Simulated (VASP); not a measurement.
# WSe2 (P4/mmm) in VASP: further runs

WSe2 is run at these levels: PBE; tasks: single point, relaxation of cell and atoms.

All numbers are computed with VASP 6.6.1; they aren't measurements. Logs are shortened: lines on timing, memory, paths and dates and some standing lists are left out, and cuts for length are marked.

### 1 The cell of the first run

The structure is tetragonal, space group P4/mmm (No. 123). The conventional cell has a = 3.825 Å, b = 3.825 Å, c = 4.771 Å, α = 90.00°, β = 90.00°, γ = 90.00°. W (site symmetry 4/mmm) has 2 Se at 2.39 Å within 3.2 Å. Se (site symmetry 4/mmm) has 2 W at 2.39 Å and 4 Se at 2.70 Å within 3.2 Å. Se (site symmetry 4/mmm) has 4 Se at 2.70 Å within 3.6 Å.

### 2 Single point, PBE

File INCAR:

```
SYSTEM = WSe2
ALGO     = Normal         ! electronic algorithm
EDIFF    = 1E-6           ! SCF threshold, eV
ENCUT    = 520            ! plane-wave cutoff, eV
GGA      = PE             ! functional
ISIF     = 2              ! what is computed and relaxed
ISMEAR   = 0              ! smearing method
LASPH    = .True.         ! aspherical terms in the spheres
LCHARG   = .False.        ! write CHGCAR
LREAL    = .False.        ! projectors in reciprocal space
LWAVE    = .False.        ! write WAVECAR
NBANDS   = 20             ! bands
NELM     = 100            ! most SCF steps
PREC     = Accurate       ! precision mode
SIGMA    = 0.1            ! smearing width, eV
```

File KPOINTS:

```
k-points
0
Gamma
  4 4 4
  0 0 0
```

File POSCAR:

```
WSe2
1.0
    3.8248398989      0.0000000000      0.0000000000
    0.0000000000      3.8248398989      0.0000000000
    0.0000000000      0.0000000000      4.7712291598
W Se
1 2
Direct
    0.0000000000      0.0000000000      0.5000000000
    0.0000000000      0.0000000000      0.0000000000
    0.5000000000      0.5000000000      0.0000000000
```

Potentials or basis: VASP PAW PBE potentials, release 64 (W_sv, Se).

On the command line:

```console
$ cat potpaw_PBE.64/W_sv/POTCAR potpaw_PBE.64/Se/POTCAR > POTCAR
$ mpirun -np 1 vasp_std > vasp.out
```

OUTCAR:

```text
SYSTEM = WSe2
   EDIFF = 1E-6
   ENCUT = 520
   GGA = PE
   ISIF = 2
   ISMEAR = 0
   LASPH = .True.
   LREAL = .False.
   NELM = 100
   PREC = Accurate

 ion  position               nearest neighbor table
   1  0.000  0.000  0.500-   2 2.39   2 2.39
   2  0.000  0.000  0.000-   1 2.39   1 2.39   3 2.70   3 2.70   3 2.70   3 2.70
   3  0.500  0.500  0.000-   2 2.70   2 2.70   2 2.70   2 2.70

  LATTYP: Found a simple tetragonal cell.
 ALAT       =     3.8248398989
 C/A-ratio  =     1.2474323856

  Lattice vectors:

 A1 = (   3.8248398989,   0.0000000000,   0.0000000000)
 A2 = (   0.0000000000,   3.8248398989,   0.0000000000)
 A3 = (   0.0000000000,   0.0000000000,   4.7712291598)

Analysis of symmetry for initial positions (statically):
=====================================================================
 Subroutine PRICEL returns:
 Original cell was already a primitive cell.

 Routine SETGRP: Setting up the symmetry group for a
 simple tetragonal supercell.

 Subroutine GETGRP returns: Found 16 space group operations
 (whereof 16 operations were pure point group operations)
 out of a pool of 16 trial point group operations.

The static configuration has the point symmetry D_4h.

Analysis of symmetry for dynamics (positions and initial velocities):
=====================================================================
 Subroutine PRICEL returns:
 Original cell was already a primitive cell.

 Routine SETGRP: Setting up the symmetry group for a
 simple tetragonal supercell.

 Subroutine GETGRP returns: Found 16 space group operations
 (whereof 16 operations were pure point group operations)
 out of a pool of 16 trial point group operations.

The dynamic configuration has the point symmetry D_4h.

 Subroutine INISYM returns: Found 16 space group operations
 (whereof 16 operations are pure point group operations),
 and found     1 'primitive' translations

----------------------------------------------------------------------------------------

                                     Primitive cell

  volume of cell :      69.8002

  direct lattice vectors                    reciprocal lattice vectors
     3.824839899  0.000000000  0.000000000     0.261448852  0.000000000  0.000000000
     0.000000000  3.824839899  0.000000000     0.000000000  0.261448852  0.000000000
     0.000000000  0.000000000  4.771229160     0.000000000  0.000000000  0.209589598

  length of vectors
     3.824839899  3.824839899  4.771229160     0.261448852  0.261448852  0.209589598

  position of ions in fractional coordinates (direct lattice)
     0.000000000  0.000000000  0.500000000
     0.000000000  0.000000000  0.000000000
     0.500000000  0.500000000  0.000000000

  ion indices of the primitive-cell ions
   primitive index   ion index
                 1           1
                 2           2
                 3           3

----------------------------------------------------------------------------------------

 KPOINTS: k-points

Automatic generation of k-mesh.
 Grid dimensions read from file:
 generate k-points for:    4    4    4

 Generating k-lattice:

  Cartesian coordinates                     Fractional coordinates (reciprocal lattice)
     0.065362213  0.000000000  0.000000000     0.250000000  0.000000000  0.000000000
     0.000000000  0.065362213  0.000000000     0.000000000  0.250000000  0.000000000
     0.000000000  0.000000000  0.052397399     0.000000000  0.000000000  0.250000000

  Length of vectors
     0.065362213  0.065362213  0.052397399

  Shift w.r.t. Gamma in fractional coordinates (k-lattice)
     0.000000000  0.000000000  0.000000000

 Subroutine IBZKPT returns following result:
 ===========================================

 Found     18 irreducible k-points:

 Following reciprocal coordinates:
            Coordinates               Weight
  0.000000  0.000000  0.000000      1.000000
  0.250000  0.000000  0.000000      4.000000
  0.500000  0.000000  0.000000      2.000000
  0.250000  0.250000  0.000000      4.000000
  0.500000  0.250000  0.000000      4.000000
  0.500000  0.500000  0.000000      1.000000
[... 10 lines left out ...]
  0.500000  0.250000  0.500000      4.000000
  0.500000  0.500000  0.500000      1.000000
   k-points           NKPTS =     18   k-points in BZ     NKDIM =     18   number of bands    NBANDS=     20
   number of dos      NEDOS =    301   number of ions     NIONS =      3
   total plane-waves  NPLWV =  28224
   dimension x,y,z NGX =    28 NGY =   28 NGZ =   36
   dimension x,y,z NGXF=    56 NGYF=   56 NGZF=   72
   ions per type =               1   2
   NGX,Y,Z   is equivalent  to a cutoff of  12.17, 12.17, 12.54 a.u.
   NGXF,Y,Z  is equivalent  to a cutoff of  24.34, 24.34, 25.09 a.u.
 SYSTEM =  WSe2
   PREC   = accura    normal or accurate (medium, high low for compatibility)
   ISTART =      0    job   : 0-new  1-cont  2-samecut
   ICHARG =      2    charge: 1-file 2-atom 10-const
   ISPIN  =      1    spin polarized calculation?
   LNONCOLLINEAR =      F non collinear calculations
   LSORBIT =      F    spin-orbit coupling
   LASPH  =      T    aspherical Exc in radial PAW
   ENCUT  =  520.0 eV  38.22 Ry    6.18 a.u.   7.11  7.11  8.87*2*pi/ulx,y,z
   NELM   =    100;   NELMIN=  2; NELMDL= -5     # of ELM steps
   EDIFF  = 0.1E-05   stopping-criterion for ELM
   LREAL  =      F    real-space projection
   EDIFFG = 0.1E-04   stopping-criterion for IOM
   NSW    =      0    number of steps for IOM
   IBRION =     -1    ionic relax: 0-MD 1-quasi-New 2-CG
   NFREE  =      0    steps in history (QN), initial steepest desc. (CG)
   ISIF   =      2    stress and relaxation
   ISYM   =      2    0-nonsym 1-usesym 2-fastsym
   POTIM  = 0.5000    time-step for ionic-motion
   TEBEG  =    0.0;   TEEND  =   0.0 temperature during run
   PSTRESS=    0.0 pullay stress
   NELECT =      26.0000    total number of electrons
   NUPDOWN=      -1.0000    fix difference up-down
   EMIN   =  10.00;   EMAX   =-10.00  energy-range for DOS
   EFERMI =   0.00;   METHOD = LEGACY
   ISMEAR =     0;   SIGMA  =   0.10  broadening in eV -4-tet -1-fermi 0-gaus
   EFERMI_NEDOS =   21; number of points for ismear=-14 and -15
   IALGO  =     38    algorithm
   IMIX   =      4    mixing-type and parameters
     AMIX     =   0.40;   BMIX     =  1.00
     AMIX_MAG =   1.60;   BMIX_MAG =  1.00
  volume/ion in A,a.u.               =      23.27       157.01
  Fermi-wavevector in a.u.,A,eV,Ry     =   1.177914  2.225935 18.877839  1.387482
  Thomas-Fermi vector in A             =   2.314252
   LORBIT       =      0    0 simple, 1 ext, 2 COOP (PROOUT), +10 PAW based schemes
   GGA     = PE    functional components
   LHFCALC =     F    Hartree Fock is set to
   AEXX    =    0.0000 exact exchange contribution
   IVDW    =     0    specifies the selected vdW correction
   LEPSILON=     F    determine dielectric tensor
   LRPA    =     F    only Hartree local field effects (RPA)
 non-spin polarized calculation
 Gauss-broadening in eV      SIGMA  =   0.10
  energy-cutoff  :      520.00
  volume of cell :       69.80
 maximum number of plane-waves:      1896
   NGX = 15   NGY = 15   NGZ = 17

 number of electron      26.0000004 magnetization

 Free energy of the ion-electron system (eV)
  ---------------------------------------------------
  ext. energy  EPLUGINS =         0.00000000
  ---------------------------------------------------
  free energy    TOTEN  =       -14.80006679 eV

  energy without entropy =      -14.78562847  energy(sigma->0) =      -14.79284763

 E-fermi :   5.3954     XC(G=0): -10.3050

 val. band max:        5.3389110873   @ k =   0.0000   0.0000   0.2500
 cond. band min:       5.4463555001   @ k =   0.5000   0.0000   0.5000
 fundamental gap:      0.1074444128
 Fermi energy:         5.3954382648

 k-point     1 :       0.0000    0.0000    0.0000
  band No.  band energies     occupation
      1     -69.1075      2.00000
      2     -33.3906      2.00000
      3     -33.2404      2.00000
      4     -33.2404      2.00000
      5     -11.1830      2.00000
      6      -5.8389      2.00000
[... 12 lines left out ...]
     19       9.4961      0.00000
     20      14.1502      0.00000

 k-point     2 :       0.2500    0.0000    0.0000
  band No.  band energies     occupation
      1     -69.1073      2.00000
      2     -33.3897      2.00000
      3     -33.2508      2.00000
      4     -33.2397      2.00000
      5     -10.7024      2.00000
      6      -6.9726      2.00000
[... 12 lines left out ...]
     19      11.0848      0.00000
     20      11.2979      0.00000

 k-point     3 :       0.5000    0.0000    0.0000
  band No.  band energies     occupation
      1     -69.1071      2.00000
      2     -33.3888      2.00000
      3     -33.2611      2.00000
      4     -33.2389      2.00000
      5      -9.7837      2.00000
      6      -8.4254      2.00000
[... 12 lines left out ...]
     19       7.7457      0.00000
     20      13.2569      0.00000

 k-point     4 :       0.2500    0.2500    0.0000
  band No.  band energies     occupation
      1     -69.1071      2.00000
      2     -33.3888      2.00000
      3     -33.2500      2.00000
      4     -33.2499      2.00000
      5     -10.2763      2.00000
      6      -7.3492      2.00000
[... 12 lines left out ...]
     19      11.8329      0.00000
     20      12.0492      0.00000

 k-point     5 :       0.5000    0.2500    0.0000
  band No.  band energies     occupation
      1     -69.1069      2.00000
      2     -33.3879      2.00000
      3     -33.2603      2.00000
      4     -33.2492      2.00000
      5      -9.5549      2.00000
      6      -8.1229      2.00000
[... 12 lines left out ...]
     19       8.4554      0.00000
     20      13.5728      0.00000

 k-point     6 :       0.5000    0.5000    0.0000
  band No.  band energies     occupation
      1     -69.1067      2.00000
      2     -33.3871      2.00000
      3     -33.2594      2.00000
      4     -33.2594      2.00000
      5      -9.2918      2.00000
      6      -7.7477      2.00000
[... 12 lines left out ...]
     19       9.5626      0.00000
     20       9.5626      0.00000

 k-point     7 :       0.0000    0.0000    0.2500
  band No.  band energies     occupation
      1     -69.1076      2.00000
      2     -33.3920      2.00000
      3     -33.2402      2.00000
      4     -33.2402      2.00000
      5     -10.9904      2.00000
      6      -5.6663      2.00000
[... 12 lines left out ...]
     19       9.5131      0.00000
     20      12.5151      0.00000
[... 139 lines left out ...]
 k-point    14 :       0.2500    0.0000    0.5000
  band No.  band energies     occupation
      1     -69.1075      2.00000
      2     -33.3923      2.00000
      3     -33.2503      2.00000
      4     -33.2392      2.00000
      5     -10.2794      2.00000
      6      -6.6809      2.00000
[... 12 lines left out ...]
     19      10.6225      0.00000
     20      11.8667      0.00000

 k-point    15 :       0.5000    0.0000    0.5000
  band No.  band energies     occupation
      1     -69.1073      2.00000
      2     -33.3913      2.00000
      3     -33.2606      2.00000
      4     -33.2385      2.00000
      5      -9.1345      2.00000
      6      -8.4165      2.00000
[... 12 lines left out ...]
     19      13.0881      0.00000
     20      13.9253      0.00000

 k-point    16 :       0.2500    0.2500    0.5000
  band No.  band energies     occupation
      1     -69.1073      2.00000
      2     -33.3913      2.00000
      3     -33.2495      2.00000
      4     -33.2494      2.00000
      5      -9.8198      2.00000
      6      -7.0881      2.00000
[... 12 lines left out ...]
     19      11.6521      0.00000
     20      12.2210      0.00000

 k-point    17 :       0.5000    0.2500    0.5000
  band No.  band energies     occupation
      1     -69.1071      2.00000
      2     -33.3904      2.00000
      3     -33.2597      2.00000
      4     -33.2487      2.00000
      5      -8.8828      2.00000
      6      -8.0988      2.00000
[... 12 lines left out ...]
     19      10.2051      0.00000
     20      14.5104      0.00000

 k-point    18 :       0.5000    0.5000    0.5000
  band No.  band energies     occupation
      1     -69.1069      2.00000
      2     -33.3894      2.00000
      3     -33.2589      2.00000
      4     -33.2589      2.00000
      5      -8.5836      2.00000
      6      -7.6985      2.00000
[... 12 lines left out ...]
     19       9.9014      0.00000
     20      16.1977      0.00000

------------------------ aborting loop because EDIFF is reached ----------------------------------------

  FORCE on cell =-STRESS in cart. coord.  units (eV):
  Direction    XX          YY          ZZ          XY          YZ          ZX
  --------------------------------------------------------------------------------------
  -------------------------------------------------------------------------------------
  Total       -0.0369542     -0.0369542      0.0943038      0.0000000      0.0000000      0.0000000
  in kB       -0.8482371     -0.8482371      2.1646258      0.0000000      0.0000000      0.0000000
  external PRESSURE =       0.1560505 kB  Pullay stress =       0.0000000 kB

 VOLUME and BASIS-vectors are now :
 -----------------------------------------------------------------------------
  energy-cutoff  :      520.00
  volume of cell :       69.80
      direct lattice vectors                 reciprocal lattice vectors
     3.824839899  0.000000000  0.000000000     0.261448852  0.000000000  0.000000000
     0.000000000  3.824839899  0.000000000     0.000000000  0.261448852  0.000000000
     0.000000000  0.000000000  4.771229160     0.000000000  0.000000000  0.209589598

 POSITION                                       TOTAL-FORCE (eV/Angst)
 -----------------------------------------------------------------------------------
      0.00000      0.00000      2.38561         0.000000      0.000000      0.000000
      0.00000      0.00000      0.00000         0.000000      0.000000      0.000000
      1.91242      1.91242      0.00000         0.000000      0.000000      0.000000
 -----------------------------------------------------------------------------------
    total drift:                               -0.000000      0.000000      0.000000

  FREE ENERGIE OF THE ION-ELECTRON SYSTEM (eV)
  ---------------------------------------------------
  free  energy   TOTEN  =       -14.8000667925 eV

  energy  without entropy=      -14.7856284683  energy(sigma->0) =      -14.79284763
```

Wall time 26 s (1 thread of AMD EPYC 7R43 (Zen 3), shared host); peak memory 0.14 GiB.

Results:

| Quantity | Value |
| --- | --- |
| Free energy | -14.8001 eV |
| Pressure | 0.0 GPa |
| Band gap on the k mesh | zero (band 13 reaches 6.39 eV, above the bottom of band 14 at 4.93 eV) |

Caveat: the k points lie up to 0.41 Å⁻¹ apart; spin-orbit coupling is left out, which moves the levels of the heavy elements.

### 3 Single point, PBE

This run uses another cell than the first one, of 25.45 Å³/atom, 1.094 times its volume.

File INCAR:

```
PREC = Accurate
ENCUT = 520
EDIFF = 1E-6
ISMEAR = 0
SIGMA = 0.1
LREAL = False
LASPH = True
NELM = 60
ALGO = Normal
ISIF = 2
LWAVE = False
LCHARG = False
GGA = PE
NBANDS = 20
```

File KPOINTS:

```
Automatic mesh
0
Gamma
  4 4 4
```

File POSCAR:

```
WSe2
1.0
    4.2062131100      0.0000000000      0.0000000000
    0.0000000000      4.2062131100      0.0000000000
    0.0000000000      0.0000000000      4.3152311600
W Se
1 2
Direct
    0.0000000000      0.0000000000      0.5000000000
    0.0000000000      0.0000000000      0.0000000000
    0.5000000000      0.5000000000      0.0000000000
```

Potentials or basis: VASP PAW PBE potentials, release 64 (W_sv, Se).

On the command line:

```console
$ cat potpaw_PBE.64/W_sv/POTCAR potpaw_PBE.64/Se/POTCAR > POTCAR
$ mpirun -np 1 vasp_std > vasp.out
```

It took 29 s on 1 thread of AMD EPYC 7R43 (Zen 3), shared host; peak memory 0.15 GiB.

It converged, with:

```
Free energy            : -13.6802 eV
Pressure               : 11.8 GPa
Band gap on the k mesh : zero (band 13 reaches 4.98 eV, above the bottom of band 14 at 3.77 eV)
```

Stress tensor (GPa, compression positive):
```
-4.88  0.00  0.00
 0.00 -4.88  0.00
 0.00  0.00 45.17
```

Levels at points of the mesh, in eV from the Fermi level:
```tsv
k point	band 10	band 11	band 12	band 13	band 14	band 15	band 16	band 17
(0.00, 0.00, 0.00)	-1.81	-1.08	-0.97	-0.97	-0.27	0.25	1.05	1.05
(0.50, 0.00, 0.00)	-2.50	-2.39	-2.31	-0.90	0.15	0.26	0.84	1.08
(0.50, 0.50, 0.00)	-1.39	-1.39	-1.16	-0.36	0.39	0.67	2.06	2.06
(0.00, 0.00, 0.50)	-3.87	-0.74	-0.11	-0.11	0.38	1.19	4.00	4.00
(0.50, 0.00, 0.50)	-3.04	-1.85	-1.72	-1.50	-0.08	0.71	3.11	3.37
(0.50, 0.50, 0.50)	-3.04	0.16	0.16	0.73	0.85	1.16	1.63	1.63
```

Caveat: the k points lie up to 0.37 Å⁻¹ apart; spin-orbit coupling is left out, which moves the levels of the heavy elements.

### 4 Relaxation of cell and atoms, PBE

This run uses another cell than the first one, of 25.45 Å³/atom, 1.094 times its volume.

File INCAR:

```
SYSTEM = WSe2
  PREC = Accurate
  ENCUT = 600
  EDIFF = 1E-6
  ISMEAR = 0
  SIGMA = 0.1
  LREAL = .False.
  LASPH = .True.
  NELM = 100
  ALGO = Normal
  ISIF = 3
  LWAVE = .False.
  LCHARG = .False.
  GGA = PE
  IBRION = 2
  NSW = 90
  EDIFFG = -0.04
```

File KPOINTS:

```
regular mesh
0
Gamma
  4 4 4
  0 0 0
```

POSCAR is that of step 3.

On the command line:

```console
$ cat potpaw_PBE.64/W_sv/POTCAR potpaw_PBE.64/Se/POTCAR > POTCAR
$ mpirun -np 1 vasp_std > vasp.out
```

Run time: 5.3 min. Hardware: 1 thread of AMD EPYC 7R43 (Zen 3), shared host; peak memory 0.19 GiB.

It converged, with:

```
Free energy                            : -14.8003 eV
Relaxed volume                         : 23.19 Å³/atom
Relaxed cell                           : a = 3.817 Å, b = 3.817 Å, c = 4.775 Å, α = 90.00°, β = 90.00°, γ = 90.00°
Space group after relaxing (to 0.05 Å) : P4/mmm (No. 123)
Energy gained by relaxing              : 373.3 meV/atom
Ionic steps                            : 13
Pressure after relaxing                : 0.1 GPa
Band gap on the k mesh                 : zero (band 13 reaches 6.42 eV, above the bottom of band 14 at 4.97 eV)
```

Step by step:
```csv
step,energy change (eV),largest force (eV/Å),pressure (GPa),volume (Å³)
1,0.0000,0.0000,11.81,76.35
2,0.9060,0.0000,-12.54,95.25
3,0.0392,0.0000,-12.47,89.77
4,-0.5794,0.0000,-9.90,85.51
5,-0.8261,0.0000,-3.11,81.03
6,-0.8335,0.0000,-4.79,81.85
7,-0.8345,0.0000,-4.36,81.63
8,-1.0394,0.0000,-2.20,75.07
9,-1.1081,0.0000,0.33,70.61
10,-1.1118,0.0000,1.62,68.94
11,-1.1124,0.0000,1.24,69.40
12,-1.1027,0.0000,-1.27,69.84
13,-1.1199,0.0000,0.15,69.58
```

Final structure:
```
CELL_PARAMETERS angstrom
3.81708 0.00000 0.00000
0.00000 3.81708 0.00000
0.00000 0.00000 4.77526
ATOMIC_POSITIONS crystal
W 0.00000 0.00000 0.50000
Se 0.00000 0.00000 0.00000
Se 0.50000 0.50000 0.00000
```

Levels at points of the mesh, in eV from the Fermi level:
| k point | band 11 | band 12 | band 13 | band 14 | band 15 | band 16 |
| --- | --- | --- | --- | --- | --- | --- |
| (0.00, 0.00, 0.00) | -1.31 | -0.55 | -0.55 | -0.46 | 0.71 | 1.40 |
| (0.50, 0.00, 0.00) | -2.62 | -2.54 | -0.57 | -0.39 | 0.60 | 0.63 |
| (0.50, 0.50, 0.00) | -1.49 | -1.49 | -0.81 | 0.98 | 1.28 | 3.37 |
| (0.00, 0.00, 0.50) | -1.08 | 0.42 | 0.42 | 0.76 | 0.88 | 3.30 |
| (0.50, 0.00, 0.50) | -2.36 | -2.04 | -1.69 | 0.05 | 1.37 | 1.42 |
| (0.50, 0.50, 0.50) | 0.34 | 0.34 | 0.99 | 1.28 | 1.28 | 1.30 |

Caveat: the k points lie up to 0.41 Å⁻¹ apart in the final cell; spin-orbit coupling is left out, which moves the levels of the heavy elements.

(Part 1 of 2 ends here.)
